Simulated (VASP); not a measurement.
# ZrC (I4/mmm) in VASP: a series of runs, part 2 of 2

VASP 6.6.1. Earlier steps stand in the parts before.

**3. Electric field gradients, PBE (equal xx and yy strain of -3 %)**

Input file INCAR:

```
PREC = Accurate
ENCUT = 520
EDIFF = 1E-8
ISMEAR = -1
SIGMA = 0.05
LREAL = False
LASPH = True
NELM = 80
ALGO = Normal
ISIF = 2
LWAVE = False
LCHARG = False
GGA = PE
LEFG = True
NBANDS = 15
```

Input file KPOINTS:

```
Automatic mesh
0
Gamma
  15 15 15
```

Input file POSCAR:

```
ZrC
1.0
    0.0000000000      2.2797037000      2.3502100000
    2.2797037000      0.0000000000      2.3502100000
    2.2797037000      2.2797037000      0.0000000000
Zr C
1 1
Direct
    0.5000000000      0.5000000000      0.5000000000
    0.0000000000      0.0000000000      0.0000000000
```

Potentials or basis: VASP PAW PBE potentials, release 64 (Zr_sv, C).

On the command line:

```sh
> cat potpaw_PBE.64/Zr_sv/POTCAR potpaw_PBE.64/C/POTCAR > POTCAR
> mpirun -np 1 vasp_std > vasp.out
```

OUTCAR:

```text
PREC = Accurate
   ENCUT = 520
   EDIFF = 1E-8
   ISMEAR = -1
   LREAL = False
   LASPH = True
   NELM = 80
   ISIF = 2
   GGA = PE

 ion  position               nearest neighbor table
   1  0.500  0.500  0.500-   2 2.28   2 2.28   2 2.28   2 2.28   2 2.35   2 2.35
   2  0.000  0.000  0.000-   1 2.28   1 2.28   1 2.28   1 2.28   1 2.35   1 2.35

  LATTYP: Found a body centered tetragonal cell.
 ALAT       =     3.2239878907
 C/A-ratio  =     1.4579521262

  Lattice vectors:

 A1 = (  -2.2797037000,   0.0000000000,   2.3502100000)
 A2 = (   2.2797037000,   0.0000000000,   2.3502100000)
 A3 = (   0.0000000000,   2.2797037000,  -2.3502100000)

Analysis of symmetry for initial positions (statically):
=====================================================================
 Subroutine PRICEL returns:
 Original cell was already a primitive cell.

 Routine SETGRP: Setting up the symmetry group for a
 body centered tetragonal supercell.

 Subroutine GETGRP returns: Found 16 space group operations
 (whereof 16 operations were pure point group operations)
 out of a pool of 16 trial point group operations.

The static configuration has the point symmetry D_4h.

Analysis of symmetry for dynamics (positions and initial velocities):
=====================================================================
 Subroutine PRICEL returns:
 Original cell was already a primitive cell.

 Routine SETGRP: Setting up the symmetry group for a
 body centered tetragonal supercell.

 Subroutine GETGRP returns: Found 16 space group operations
 (whereof 16 operations were pure point group operations)
[... 577 lines left out ...]
      6       7.8264      2.00000
      7       9.6478      2.00000
      8      10.0170      1.99712
      9      10.8791      0.00004
     10      13.4454      0.00000
     11      13.7638      0.00000
     12      14.6089      0.00000
     13      16.7830      0.00000
     14      20.0145      0.00000
     15      23.1763      0.00000

 [... further k-points ...]

------------------------ aborting loop because EDIFF is reached ----------------------------------------

  FORCE on cell =-STRESS in cart. coord.  units (eV):
  Direction    XX          YY          ZZ          XY          YZ          ZX
  --------------------------------------------------------------------------------------
  -------------------------------------------------------------------------------------
  Total        3.3844331      3.3844331      1.2548251      0.0000000     -0.0000000      0.0000000
  in kB      221.9744746    221.9744746     82.3000913      0.0000000     -0.0000000      0.0000000
  external PRESSURE =     175.4163469 kB  Pullay stress =       0.0000000 kB

 VOLUME and BASIS-vectors are now :
 -----------------------------------------------------------------------------
  energy-cutoff  :      520.00
  volume of cell :       24.43
      direct lattice vectors                 reciprocal lattice vectors
     0.000000000  2.279703700  2.350210000    -0.219326748  0.219326748  0.212746946
     2.279703700  0.000000000  2.350210000     0.219326748 -0.219326748  0.212746946
     2.279703700  2.279703700  0.000000000     0.219326748  0.219326748 -0.212746946

 POSITION                                       TOTAL-FORCE (eV/Angst)
 -----------------------------------------------------------------------------------
      2.27970      2.27970      2.35021         0.000000     -0.000000      0.000000
      0.00000      0.00000      0.00000        -0.000000      0.000000      0.000000
 -----------------------------------------------------------------------------------
    total drift:                                0.000000     -0.000000      0.000000

  FREE ENERGIE OF THE ION-ELECTRON SYSTEM (eV)
  ---------------------------------------------------
  free  energy   TOTEN  =       -19.3544444906 eV

  energy  without entropy=      -19.3522504144  energy(sigma->0) =      -19.35334745

 Electric field gradients (V/A^2)
---------------------------------------------------------------------
 ion       V_xx      V_yy      V_zz      V_xy      V_xz      V_yz
---------------------------------------------------------------------
   1     -23.285   -23.285    46.570    -0.000    -0.000    -0.000
   2      -1.671    -1.671     3.343     0.001     0.000     0.000
---------------------------------------------------------------------

 Electric field gradients after diagonalization (V/A^2)
 (convention: |V_zz| > |V_xx| > |V_yy|)
----------------------------------------------------------------------
 ion       V_xx      V_yy      V_zz     asymmetry (V_yy - V_xx)/ V_zz
----------------------------------------------------------------------
   1     -23.285   -23.285    46.570       0.000
   2      -1.672    -1.671     3.343       0.000
----------------------------------------------------------------------

           NMR quadrupolar parameters

 Cq : quadrupolar parameter    Cq=e*Q*V_zz/h
 eta: asymmetry parameters     (V_yy - V_xx)/ V_zz
 Q  : nuclear electric quadrupole moment in mb (millibarn)
----------------------------------------------------------------------
 ion       Cq(MHz)       eta       Q (mb)
----------------------------------------------------------------------
   1       0.113       0.000       1.000
   2       0.008       0.000       1.000
----------------------------------------------------------------------
```

OSZICAR:

```text
N       E                     dE             d eps       ncg     rms          rms(c)
DAV:   1     0.101222012835E+03    0.10122E+03   -0.86664E+03  8648   0.109E+03
DAV:   2    -0.165711519891E+02   -0.11779E+03   -0.11014E+03 10978   0.290E+02
DAV:   3    -0.226045039954E+02   -0.60334E+01   -0.59945E+01 14214   0.559E+01
DAV:   4    -0.227444870928E+02   -0.13998E+00   -0.13991E+00 10590   0.594E+00
DAV:   5    -0.227457822601E+02   -0.12952E-02   -0.12951E-02 11520   0.537E-01    0.231E+01
DAV:   6    -0.194247958607E+02    0.33210E+01   -0.61377E+00 10281   0.228E+01    0.829E+00
DAV:   7    -0.193633232929E+02    0.61473E-01   -0.59057E-01  9981   0.567E+00    0.710E+00
DAV:   8    -0.193853283324E+02   -0.22005E-01   -0.26397E-01 10763   0.403E+00    0.524E+00
DAV:   9    -0.193556910478E+02    0.29637E-01   -0.46536E-02  9606   0.155E+00    0.107E+00
DAV:  10    -0.193544641849E+02    0.12269E-02   -0.62570E-03 11398   0.644E-01    0.158E-01
DAV:  11    -0.193544491766E+02    0.15008E-04   -0.20229E-04  9823   0.142E-01    0.407E-02
DAV:  12    -0.193544454754E+02    0.37012E-05   -0.38078E-06 11271   0.184E-02    0.104E-02
DAV:  13    -0.193544444319E+02    0.10435E-05   -0.11948E-06 10843   0.801E-03    0.157E-03
DAV:  14    -0.193544444733E+02   -0.41359E-07   -0.40898E-08 10446   0.171E-03    0.424E-04
DAV:  15    -0.193544444937E+02   -0.20442E-07   -0.40187E-09  7563   0.534E-04    0.651E-04
DAV:  16    -0.193544444906E+02    0.30700E-08   -0.12271E-09  5937   0.306E-04
   1 F= -.19354444E+02 E0= -.19353347E+02  d E =-.219408E-02
```

Run time: 2.1 min. Hardware: 1 thread of Intel Xeon 8259CL, shared host; peak memory 0.22 GiB.

Results:

* Free energy: -19.3544 eV
* Pressure: 17.5 GPa
* Band gap on the k mesh: zero (bands 8 and 9 overlap by 1.40 eV)
* Largest electric field gradient by atom: Zr +46.6; C +3.3 V/Å²

Electric field gradients, principal values (V/Å²):
| atom | least | middle | greatest (by size) |
| --- | --- | --- | --- |
| 1 Zr | -23.285 | -23.285 | 46.570 |
| 2 C | -1.671 | -1.672 | 3.343 |

Caveat: the cell differs from its parent crystal (equal xx and yy strain of -3 %); the cell stands under pressure; without QUAD_EFG the Cq values of the log hold for a quadrupole moment of 1 mb, not for the nuclei.
